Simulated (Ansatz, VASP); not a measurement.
# Ta3Cu: VASP beside Ansatz

INCAR

```
SYSTEM = Ta3Cu
ALGO = Normal
EDIFF = 1E-7
ENCUT = 520
GGA = PE
ISIF = 2
ISMEAR = 0
LASPH = .TRUE.
LCHARG = .FALSE.
LREAL = .FALSE.
LWAVE = .FALSE.
NBANDS = 30
NELM = 100
PREC = Accurate
SIGMA = 0.1
```

Contents of KPOINTS:

```
k-points
0
G
  6 6 6
  0 0 0
```

The input POSCAR:

```
Ta3Cu
1.0
    0.0000000000      3.1370607000      3.1370607000
    3.1370607000      0.0000000000      3.1370607000
    3.1370607000      3.1370607000      0.0000000000
Ta Cu
3 1
Direct
    0.7500000000      0.7500000000      0.7500000000
    0.2500000000      0.2500000000      0.2500000000
    0.0000000000      0.0000000000      0.0000000000
    0.5000000000      0.5000000000      0.5000000000
```

Input for Ansatz:

```yaml
crystal:
  lattice:
    - [0.0, 3.1370607, 3.1370607]
    - [3.1370607, 0.0, 3.1370607]
    - [3.1370607, 3.1370607, 0.0]
  atoms:
    - { symbol: Ta, position: [0.75, 0.75, 0.75] }
    - { symbol: Ta, position: [0.25, 0.25, 0.25] }
    - { symbol: Ta, position: [0.0, 0.0, 0.0] }
    - { symbol: Cu, position: [0.5, 0.5, 0.5] }
basis:
  ecutwfc: 420
kpoints:
  mp_grid: { grid: [6, 6, 6] }
hamiltonian:
  xc: pbe
scf:
  occupations: { method: gaussian, width: 0.1 }
  lower_state_search: "off"
output:
  forces: true
  stress: true
  eigenvalues: true
```

Alike in both runs: task single point; functional PBE; k mesh 6 × 6 × 6; occupations gaussian, width 0.1 eV; no spin polarisation.

```csv
,VASP,Ansatz
version,VASP 6.6.1,Ansatz 0.2.0
potentials or method,"VASP PAW PBE potentials, release 64 (Ta_pv, Cu), cutoff 520 eV","scalar-relativistic, plane waves, PAW"
valence electrons in the cell,44,58
```

|  | VASP | Ansatz | Ansatz less VASP |
| --- | --- | --- | --- |
| gap on the k mesh at the Fermi level (eV) | none | none | - |
| pressure (GPa) | 19.2 | 18.8 | -0.43 |

A gap of «none» marks a metal or a gap that the smearing closes. VASP's potentials hold 44 valence electrons a cell and Ansatz's 58, so a difference there can come from the potentials and not from the codes.

Neither program's run includes spin-orbit coupling.
